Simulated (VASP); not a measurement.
# TiAl3 (Pmm2) in VASP: a series of runs

Runs on TiAl3. Level: PBE. Tasks: single point, relaxation of cell and atoms.

Everything below comes from runs of VASP 6.6.1. Logs are shortened: lines on timing, memory, paths and dates and some standing lists are left out, and cuts for length are marked.

### 1 The cell of the first run

The structure is orthorhombic, space group Pmm2 (No. 25). Conventional cell: a = 2.818 Å, b = 4.671 Å, c = 4.952 Å, α = 90.00°, β = 90.00°, γ = 90.00°. Within 3.7 Å of Ti (site symmetry mm2) lie 2 Ti at 2.82 Å and 10 Al at 2.83 to 2.86 Å. Al (site symmetry mm2) has 10 Al at 2.82 to 2.88 Å and 2 Ti at 2.83 Å within 3.7 Å. Within 3.7 Å of Al (site symmetry mm2) lie 8 Al at 2.82 to 2.88 Å and 4 Ti at 2.86 Å. Within 3.7 Å of Al (site symmetry mm2) lie 8 Al at 2.82 to 2.86 Å and 4 Ti at 2.84 to 2.85 Å.

### 2 Single point, PBE

INCAR reads:

```
SYSTEM = TiAl3
  PREC = Accurate
  ENCUT = 520
  EDIFF = 1E-6
  ISMEAR = 0
  SIGMA = 0.2
  LREAL = .False.
  LASPH = .True.
  NELM = 80
  ALGO = Fast
  ISIF = 2
  LWAVE = .False.
  LCHARG = .True.
  GGA = PE
  LELF = .True.
  LVHAR = .True.
  NBANDS = 18
```

KPOINTS reads:

```
regular mesh
0
Gamma
  6 4 4
  0 0 0
```

POSCAR reads:

```
TiAl3
1.0
    2.8184318862      0.0000000000      0.0000000000
    0.0000000000      4.6706195505      0.0000000000
    0.0000000000      0.0000000000      4.9522083241
Ti Al
1 3
Direct
    0.0000000000      0.5000000000      0.3293367917
    0.0000000000      0.0000000000      0.0066994501
    0.5000000000      0.0000000000      0.5001285630
    0.5000000000      0.5000000000      0.8305001752
```

Potentials or basis: VASP PAW PBE potentials, release 64 (Ti_sv, Al).

Command:

```sh
$ cat potpaw_PBE.64/Ti_sv/POTCAR potpaw_PBE.64/Al/POTCAR > POTCAR
$ mpirun -np 1 vasp_std > vasp.out
```

OUTCAR:

```text
SYSTEM = TiAl3
   PREC = Accurate
   ENCUT = 520
   EDIFF = 1E-6
   ISMEAR = 0
   LREAL = .False.
   LASPH = .True.
   NELM = 80
   ISIF = 2
   GGA = PE

 ion  position               nearest neighbor table
   1  0.000  0.500  0.329-   2 2.83   2 2.83   4 2.84   4 2.84   4 2.85   4 2.85   3 2.86   3 2.86
                             3 2.86   3 2.86
   2  0.000  0.000  0.007-   3 2.82   3 2.82   1 2.83   1 2.83   4 2.86   4 2.86   4 2.86   4 2.86
                             3 2.88   3 2.88
   3  0.500  0.000  0.500-   2 2.82   2 2.82   4 2.85   4 2.85   1 2.86   1 2.86   1 2.86   1 2.86
                             2 2.88   2 2.88
   4  0.500  0.500  0.831-   1 2.84   1 2.84   3 2.85   3 2.85   1 2.85   1 2.85   2 2.86   2 2.86
                             2 2.86   2 2.86

  LATTYP: Found a simple orthorhombic cell.
 ALAT       =     2.8184318862
 B/A-ratio  =     1.6571695677
 C/A-ratio  =     1.7570792994

  Lattice vectors:

 A1 = (   2.8184318862,   0.0000000000,   0.0000000000)
 A2 = (   0.0000000000,   4.6706195505,   0.0000000000)
 A3 = (   0.0000000000,   0.0000000000,   4.9522083241)

Analysis of symmetry for initial positions (statically):
=====================================================================
 Subroutine PRICEL returns:
 Original cell was already a primitive cell.

 Routine SETGRP: Setting up the symmetry group for a
 simple orthorhombic supercell.

 Subroutine GETGRP returns: Found  4 space group operations
 (whereof  4 operations were pure point group operations)
 out of a pool of  8 trial point group operations.

The static configuration has the point symmetry C_2v.

Analysis of symmetry for dynamics (positions and initial velocities):
=====================================================================
 Subroutine PRICEL returns:
 Original cell was already a primitive cell.

 Routine SETGRP: Setting up the symmetry group for a
 simple orthorhombic supercell.

 Subroutine GETGRP returns: Found  4 space group operations
 (whereof  4 operations were pure point group operations)
 out of a pool of  8 trial point group operations.

The dynamic configuration has the point symmetry C_2v.

 Subroutine INISYM returns: Found  4 space group operations
 (whereof  4 operations are pure point group operations),
 and found     1 'primitive' translations

----------------------------------------------------------------------------------------

                                     Primitive cell

  volume of cell :      65.1900

  direct lattice vectors                    reciprocal lattice vectors
     2.818431886  0.000000000  0.000000000     0.354807226  0.000000000  0.000000000
     0.000000000  4.670619550  0.000000000     0.000000000  0.214104358  0.000000000
     0.000000000  0.000000000  4.952208324     0.000000000  0.000000000  0.201930116

  length of vectors
     2.818431886  4.670619550  4.952208324     0.354807226  0.214104358  0.201930116

  position of ions in fractional coordinates (direct lattice)
     0.000000000  0.500000000  0.329336792
     0.000000000  0.000000000  0.006699450
     0.500000000  0.000000000  0.500128563
     0.500000000  0.500000000  0.830500175

  ion indices of the primitive-cell ions
   primitive index   ion index
                 1           1
                 2           2
                 3           3
                 4           4

----------------------------------------------------------------------------------------

 KPOINTS: regular mesh

Automatic generation of k-mesh.
 Grid dimensions read from file:
 generate k-points for:    6    4    4

 Generating k-lattice:

  Cartesian coordinates                     Fractional coordinates (reciprocal lattice)
     0.059134538  0.000000000  0.000000000     0.166666667  0.000000000  0.000000000
     0.000000000  0.053526089  0.000000000     0.000000000  0.250000000  0.000000000
     0.000000000  0.000000000  0.050482529     0.000000000  0.000000000  0.250000000

  Length of vectors
     0.059134538  0.053526089  0.050482529

  Shift w.r.t. Gamma in fractional coordinates (k-lattice)
     0.000000000  0.000000000  0.000000000

 Subroutine IBZKPT returns following result:
 ===========================================

 Found     36 irreducible k-points:

 Following reciprocal coordinates:
            Coordinates               Weight
  0.000000  0.000000  0.000000      1.000000
  0.166667  0.000000  0.000000      2.000000
  0.333333  0.000000  0.000000      2.000000
  0.500000  0.000000  0.000000      1.000000
  0.000000  0.250000  0.000000      2.000000
  0.166667  0.250000  0.000000      4.000000
[... 16 lines left out ...]
  0.333333  0.500000  0.250000      4.000000
  0.500000  0.500000  0.250000      2.000000
 [... further k-points ...]
   k-points           NKPTS =     36   k-points in BZ     NKDIM =     36   number of bands    NBANDS=     18
   number of dos      NEDOS =    301   number of ions     NIONS =      4
   total plane-waves  NPLWV =  34560
[... 104 lines left out ...]
[... 10 lines left out ...]
     17      12.6124      0.00000
     18      12.9992      0.00000

 k-point     4 :       0.5000    0.0000    0.0000
  band No.  band energies     occupation
      1     -48.4083      2.00000
      2     -24.8784      2.00000
      3     -24.7398      2.00000
      4     -24.7240      2.00000
      5       2.4466      2.00000
      6       2.5020      2.00000
[... 10 lines left out ...]
     17      11.4325      0.00000
     18      12.1349      0.00000

 k-point     5 :       0.0000    0.2500    0.0000
  band No.  band energies     occupation
      1     -48.4661      2.00000
      2     -24.7964      2.00000
      3     -24.7817      2.00000
      4     -24.4118      2.00000
      5      -1.6631      2.00000
      6       1.6961      2.00000
[... 10 lines left out ...]
     17      15.0229      0.00000
     18      15.6648      0.00000

 k-point     6 :       0.1667    0.2500    0.0000
  band No.  band energies     occupation
      1     -48.4517      2.00000
      2     -24.7823      2.00000
      3     -24.7676      2.00000
      4     -24.5308      2.00000
      5      -1.1469      2.00000
      6       2.1741      2.00000
[... 10 lines left out ...]
     17      12.2032      0.00000
     18      14.5869      0.00000

 k-point     7 :       0.3333    0.2500    0.0000
  band No.  band energies     occupation
      1     -48.4228      2.00000
      2     -24.7640      2.00000
      3     -24.7538      2.00000
      4     -24.7393      2.00000
      5       0.3717      2.00000
      6       3.5463      2.00000
[... 10 lines left out ...]
     17      11.7561      0.00000
     18      12.4469      0.00000

 k-point     8 :       0.5000    0.2500    0.0000
  band No.  band energies     occupation
      1     -48.4083      2.00000
      2     -24.8782      2.00000
      3     -24.7396      2.00000
      4     -24.7251      2.00000
      5       2.6973      2.00000
      6       2.9212      2.00000
[... 10 lines left out ...]
     17      11.9526      0.00000
     18      12.9581      0.00000
[... 229 lines left out ...]
     17      11.6427      0.00000
     18      12.5375      0.00000

 k-point    20 :       0.5000    0.2500    0.2500
  band No.  band energies     occupation
      1     -48.4083      2.00000
      2     -24.8780      2.00000
      3     -24.7401      2.00000
      4     -24.7251      2.00000
      5       2.9326      2.00000
      6       3.2771      2.00000
[... 10 lines left out ...]
     17      12.6583      0.00000
     18      12.7125      0.00000

 k-point    21 :       0.0000    0.5000    0.2500
  band No.  band energies     occupation
      1     -48.4660      2.00000
      2     -24.7972      2.00000
      3     -24.7834      2.00000
      4     -24.4117      2.00000
      5      -0.4719      2.00000
      6       0.4949      2.00000
[... 10 lines left out ...]
     17      13.7919      0.00000
     18      15.6531      0.00000

 k-point    22 :       0.1667    0.5000    0.2500
  band No.  band energies     occupation
      1     -48.4517      2.00000
      2     -24.7829      2.00000
      3     -24.7692      2.00000
      4     -24.5307      2.00000
      5       0.0142      2.00000
      6       0.9966      2.00000
[... 10 lines left out ...]
     17      13.3814      0.00000
     18      13.8737      0.00000

 k-point    23 :       0.3333    0.5000    0.2500
  band No.  band energies     occupation
      1     -48.4228      2.00000
      2     -24.7637      2.00000
      3     -24.7543      2.00000
      4     -24.7406      2.00000
      5       1.4471      2.00000
      6       2.4482      2.00000
[... 10 lines left out ...]
     17      12.4469      0.00000
     18      13.8608      0.00000

 k-point    24 :       0.5000    0.5000    0.2500
  band No.  band energies     occupation
      1     -48.4083      2.00000
      2     -24.8778      2.00000
      3     -24.7400      2.00000
      4     -24.7262      2.00000
      5       3.4145      2.00000
      6       4.1743      2.00000
[... 10 lines left out ...]
     17      13.0296      0.00000
     18      13.5778      0.00000

 [... further k-points ...]
[... 5 lines left out ...]
  --------------------------------------------------------------------------------------
  -------------------------------------------------------------------------------------
  Total       -0.1704129      0.0945390     -0.1095522      0.0000000      0.0000000      0.0000000
  in kB       -4.1882462      2.3234894     -2.6924693      0.0000000      0.0000000      0.0000000
  external PRESSURE =      -1.5190753 kB  Pullay stress =       0.0000000 kB

 VOLUME and BASIS-vectors are now :
 -----------------------------------------------------------------------------
  energy-cutoff  :      520.00
  volume of cell :       65.19
      direct lattice vectors                 reciprocal lattice vectors
     2.818431886  0.000000000  0.000000000     0.354807226  0.000000000  0.000000000
     0.000000000  4.670619550  0.000000000     0.000000000  0.214104358  0.000000000
     0.000000000  0.000000000  4.952208324     0.000000000  0.000000000  0.201930116

 POSITION                                       TOTAL-FORCE (eV/Angst)
 -----------------------------------------------------------------------------------
      0.00000      2.33531      1.63094         0.000000      0.000000      0.009201
      0.00000      0.00000      0.03318         0.000000      0.000000      0.006982
      1.40922      0.00000      2.47674         0.000000      0.000000     -0.024819
      1.40922      2.33531      4.11281         0.000000      0.000000      0.008636
 -----------------------------------------------------------------------------------
    total drift:                                0.000000      0.000000      0.000040

  FREE ENERGIE OF THE ION-ELECTRON SYSTEM (eV)
  ---------------------------------------------------
  free  energy   TOTEN  =       -20.0935882010 eV

  energy  without entropy=      -20.0388027460  energy(sigma->0) =      -20.06619547
```

It took 31 s on 1 thread of Intel Xeon 6975P-C (Granite Rapids), shared host; peak memory 0.19 GiB.

Results:

* Free energy: -20.0936 eV
* Pressure: -0.2 GPa
* Largest force: 0.025 eV/Å

Forces in eV/Å, atoms in the order of the input:
```
Ti   0.000  0.000  0.009
Al   0.000  0.000  0.007
Al   0.000  0.000 -0.025
Al   0.000  0.000  0.009
```

Levels at points of the mesh, in eV from the Fermi level:
| k point | band 8 | band 9 | band 10 | band 11 | band 12 | band 13 | band 14 | band 15 |
| --- | --- | --- | --- | --- | --- | --- | --- | --- |
| (0.00, 0.00, 0.00) | -3.53 | -2.69 | -0.88 | -0.46 | 2.34 | 2.41 | 2.59 | 2.69 |
| (0.50, 0.00, 0.00) | -1.99 | -1.74 | 0.28 | 0.55 | 0.66 | 1.39 | 1.56 | 2.14 |
| (0.00, 0.50, 0.00) | -3.29 | -2.14 | -1.61 | -0.19 | 2.26 | 2.35 | 2.58 | 2.93 |
| (0.50, 0.50, 0.00) | -3.32 | -1.73 | -0.56 | -0.38 | 0.76 | 1.05 | 1.23 | 3.26 |
| (0.00, 0.00, 0.50) | -2.31 | -2.17 | -1.12 | -0.40 | 2.15 | 2.24 | 2.42 | 3.05 |
| (0.50, 0.00, 0.50) | -3.48 | -1.34 | -0.19 | -0.13 | 0.52 | 1.19 | 1.91 | 3.23 |
| (0.00, 0.50, 0.50) | -4.87 | -0.27 | -0.08 | 0.63 | 2.27 | 2.28 | 3.47 | 4.78 |
| (0.50, 0.50, 0.50) | -3.26 | -2.83 | -2.76 | -0.79 | -0.25 | 1.00 | 1.99 | 2.23 |

Caveat: the k points lie up to 0.37 Å⁻¹ apart.

### 3 Single point, PBE

INCAR reads:

```
SYSTEM = TiAl3
ALGO     = Fast           ! electronic algorithm
EDIFF    = 1E-7           ! SCF threshold, eV
ENCUT    = 520            ! plane-wave cutoff, eV
GGA      = PE             ! functional
ISIF     = 2              ! what is computed and relaxed
ISMEAR   = 0              ! smearing method
LASPH    = .True.         ! aspherical terms in the spheres
LCHARG   = .False.        ! write CHGCAR
LREAL    = .False.        ! projectors in reciprocal space
LWAVE    = .False.        ! write WAVECAR
NBANDS   = 18             ! bands
NELM     = 80             ! most SCF steps
PREC     = Accurate       ! precision mode
SIGMA    = 0.1            ! smearing width, eV
```

KPOINTS reads:

```
k-points
0
Gamma
  12 8 8
  0 0 0
```

POSCAR reads:

```
TiAl3
1.0
    2.8022216057      0.0000000000      0.0000000000
    0.0000000000      4.7118286099      0.0000000000
    0.0000000000      0.0000000000      4.9336847853
Ti Al
1 3
Direct
    0.0000000000      0.5000000000      0.3294996573
    0.0000000000      0.0000000000      0.0061744911
    0.5000000000      0.0000000000      0.5000042574
    0.5000000000      0.5000000000      0.8309865742
```

Potentials or basis: VASP PAW PBE potentials, release 64 (Ti_sv, Al).

Command:

```sh
$ cat potpaw_PBE.64/Ti_sv/POTCAR potpaw_PBE.64/Al/POTCAR > POTCAR
$ mpirun -np 1 vasp_std > vasp.out
```

Run time: 6.8 min. Hardware: 1 thread of Intel Xeon Platinum 8375C at 2.90GHz (Ice Lake), shared host; peak memory 0.32 GiB.

Results (log left out):

| Quantity | Value |
| --- | --- |
| Free energy | -20.0392 eV |
| Pressure | -0.1 GPa |

Levels at points of the mesh, in eV from the Fermi level:
| k point | band 7 | band 8 | band 9 | band 10 | band 11 | band 12 | band 13 | band 14 | band 15 | band 16 |
| --- | --- | --- | --- | --- | --- | --- | --- | --- | --- | --- |
| (0.00, 0.00, 0.00) | -3.91 | -3.54 | -2.70 | -0.82 | -0.43 | 2.45 | 2.52 | 2.56 | 2.70 | 2.99 |
| (0.50, 0.00, 0.00) | -2.12 | -1.92 | -1.69 | 0.40 | 0.64 | 0.77 | 1.43 | 1.56 | 2.21 | 2.65 |
| (0.00, 0.50, 0.00) | -3.55 | -3.23 | -2.05 | -1.55 | -0.19 | 2.39 | 2.46 | 2.60 | 3.01 | 4.51 |
| (0.50, 0.50, 0.00) | -3.60 | -3.20 | -1.66 | -0.46 | -0.25 | 0.81 | 1.14 | 1.34 | 3.39 | 3.80 |
| (0.00, 0.00, 0.50) | -3.43 | -2.36 | -2.17 | -1.14 | -0.33 | 2.23 | 2.36 | 2.53 | 3.13 | 3.90 |
| (0.50, 0.00, 0.50) | -3.77 | -3.36 | -1.28 | -0.12 | -0.12 | 0.60 | 1.26 | 1.89 | 3.27 | 3.68 |
| (0.00, 0.50, 0.50) | -7.07 | -4.81 | -0.21 | -0.07 | 0.71 | 2.39 | 2.41 | 3.53 | 4.78 | 5.02 |
| (0.50, 0.50, 0.50) | -3.39 | -3.17 | -2.73 | -2.70 | -0.68 | -0.17 | 1.06 | 2.07 | 2.32 | 2.49 |

### 4 Relaxation of cell and atoms, PBE

This run uses another cell than the first one, of 18.62 Å³/atom, 1.142 times its volume.

INCAR reads:

```
  ALGO = Fast
  EDIFF = 1E-6
  EDIFFG = -0.08
  ENCUT = 600
  GGA = PE
  IBRION = 2
  ISIF = 3
  ISMEAR = 0
  LASPH = T
  LCHARG = F
  LREAL = F
  LWAVE = F
  NELM = 80
  NSW = 36
  PREC = Accurate
  SIGMA = 0.2
```

KPOINTS reads:

```
k-points
0
Gamma
  6 4 4
```

POSCAR reads:

```
TiAl3
1.0
    3.1096260500      0.0000000000      0.0000000000
    0.0000000000      4.7655426500      0.0000000000
    0.0000000000      0.0000000000      5.0258779900
Ti Al
1 3
Direct
    0.0000000000      0.5000000000      0.3425946200
    0.0000000000      0.0000000000      0.0099679800
    0.5000000000      0.0000000000      0.4508308500
    0.5000000000      0.5000000000      0.8632715300
```

Command:

```sh
$ cat potpaw_PBE.64/Ti_sv/POTCAR potpaw_PBE.64/Al/POTCAR > POTCAR
$ mpirun -np 1 vasp_std > vasp.out
```

It took 12 min on 1 thread of Intel Xeon Platinum 8375C at 2.90GHz (Ice Lake), shared host; peak memory 0.24 GiB.

The run converged. Its results:

```
Free energy                            : -20.0954 eV
Relaxed volume                         : 16.29 Å³/atom
Relaxed cell                           : a = 2.813 Å, b = 4.687 Å, c = 4.941 Å, α = 90.00°, β = 90.00°, γ = 90.00°
Space group after relaxing (to 0.05 Å) : Pmm2 (No. 25)
Energy gained by relaxing              : 141.5 meV/atom
Ionic steps                            : 11
Pressure after relaxing                : 0.0 GPa
Largest force after relaxing           : 0.053 eV/Å
```

Forces in eV/Å, atoms in the order of the input:
```
Ti   0.000  0.000  0.053
Al   0.000  0.000 -0.006
Al   0.000  0.000 -0.004
Al   0.000  0.000 -0.043
```

Stress tensor (GPa, compression positive):
```
-0.10  0.00  0.00
 0.00 -0.01  0.00
 0.00  0.00  0.16
```

The path:
| step | energy change (eV) | largest force (eV/Å) | pressure (GPa) | volume (Å³) |
| --- | --- | --- | --- | --- |
| 1 | 0.0000 | 1.0753 | -8.11 | 74.48 |
| 2 | -0.3791 | 1.2410 | 1.77 | 64.76 |
| 3 | -0.3801 | 1.2449 | 2.42 | 64.30 |
| 4 | -0.5010 | 0.5622 | 1.75 | 64.21 |
| 5 | -0.5176 | 0.2983 | 1.71 | 64.15 |
| 6 | -0.5352 | 0.2410 | -1.10 | 65.93 |
| 7 | -0.5352 | 0.2422 | -1.01 | 65.86 |
| 8 | -0.5483 | 0.1779 | -0.59 | 65.54 |
| 9 | -0.5573 | 0.1172 | 0.58 | 64.75 |
| 10 | -0.5584 | 0.1294 | 0.34 | 64.95 |
| 11 | -0.5662 | 0.0526 | 0.02 | 65.14 |

Final structure:
```
CELL_PARAMETERS angstrom
2.81307 0.00000 0.00000
0.00000 4.68692 0.00000
0.00000 0.00000 4.94076
ATOMIC_POSITIONS crystal
Ti 0.00000 0.50000 0.32872
Al 0.00000 0.00000 0.00687
Al 0.50000 0.00000 0.49969
Al 0.50000 0.50000 0.83138
```

Levels at points of the mesh, in eV from the Fermi level:
```tsv
k point	band 9	band 10	band 11	band 12	band 13	band 14
(0.00, 0.00, 0.00)	-2.71	-0.88	-0.47	2.35	2.43	2.68
(0.50, 0.00, 0.00)	-1.75	0.30	0.55	0.69	1.39	1.53
(0.00, 0.50, 0.00)	-2.11	-1.61	-0.22	2.28	2.36	2.57
(0.50, 0.50, 0.00)	-1.73	-0.54	-0.35	0.76	1.06	1.25
(0.00, 0.00, 0.50)	-2.19	-1.15	-0.40	2.17	2.26	2.44
(0.50, 0.00, 0.50)	-1.34	-0.19	-0.15	0.52	1.19	1.88
(0.00, 0.50, 0.50)	-0.27	-0.10	0.64	2.29	2.31	3.48
(0.50, 0.50, 0.50)	-2.82	-2.77	-0.78	-0.24	1.00	2.00
```

Caveat: the relaxation stopped at a loose force limit of 0.08 eV/Å, so its end isn't a converged minimum.

### 5 The runs side by side

| task | cell | k mesh | cutoff (eV) | smearing | gap on the mesh (eV) | pressure (GPa) | largest force (eV/Å) |
| --- | --- | --- | --- | --- | --- | --- | --- |
| single point | a = 2.818, b = 4.671, c = 4.952 Å, 4 atoms | 6 × 4 × 4 | 520 | gaussian 0.2 eV | none | -0.2 | 0.02 |
| single point | a = 2.802, b = 4.712, c = 4.934 Å, 4 atoms | 12 × 8 × 8 | 520 | gaussian 0.1 eV | none | -0.1 | - |
| relaxation of cell and atoms | relaxed from a = 3.110, b = 4.766, c = 5.026 Å, 4 atoms | 6 × 4 × 4 | 600 | gaussian 0.2 eV | none | 0.0 | 0.05 |

Alike in all rows: level PBE; potentials or basis VASP PAW PBE potentials, release 64 (Ti_sv, Al); no spin polarisation.

Caveats: some runs use coarse meshes; the relaxation stopped at a loose force limit of 0.08 eV/Å, so its end isn't a converged minimum (some runs).

Absolute energies hang on the potentials; compare differences alone.
